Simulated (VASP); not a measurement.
P: single point with PBE

P, a slab with vacuum:

```xyz
4
Lattice="3.2536 0.0000 0.0000 0.0000 34.3400 0.0000 0.0000 0.0000 4.5654" Properties=species:S:1:pos:R:3 pbc="T T T"
P     0.0000   33.2811    2.6756
P     0.0000    1.0590    1.8898
P     1.6268    1.0590    0.3929
P     1.6268   33.2811    4.1726
```

This cell differs from its parent crystal: equal strain along all axes, cell held: -1.5 %, then relaxed in part.

```
Program             : VASP 6.6.1
Task                : single point
Functional          : PBE
Potentials or basis : VASP PAW PBE potentials, release 64 (P)
Cutoff              : 520 eV
k mesh              : 8 × 1 × 6
Occupations         : gaussian, width 0.02 eV
Spin                : no spin polarisation
```

| Property | Result |
| --- | --- |
| Largest force | 0.052 eV/Å |
| Band gap on the k mesh | 0.79 eV, direct |

Forces on the atoms (eV/Å):
```
P    0.000  0.033  0.040
P    0.000 -0.033 -0.040
P    0.000 -0.033  0.040
P    0.000  0.033 -0.040
```

Levels at points of the mesh, in eV from the valence-band top:
```csv
k point,band 6,band 7,band 8,band 9,band 10,band 11,band 12,band 13,band 14,band 15
"(0.00, 0.00, 0.00)",-4.61,-3.14,-1.80,-1.55,0.00,0.79,1.86,2.97,3.54,4.37
"(0.50, 0.00, 0.00)",-4.88,-2.70,-2.70,-1.95,-1.95,1.24,1.24,2.08,2.08,3.68
"(0.00, 0.00, 0.50)",-3.02,-2.33,-2.33,-1.15,-1.15,2.33,2.33,3.60,3.60,3.79
"(0.50, 0.00, 0.50)",-4.95,-4.66,-4.66,-1.16,-1.16,2.42,2.42,3.97,3.97,5.41
```

Run time: 8.5 min on 1 thread of AMD EPYC 7R13 (shared host), peak memory 0.51 GiB.

Caveat: the cell differs from its parent crystal (equal strain along all axes, cell held: -1.5 %, then relaxed in part).
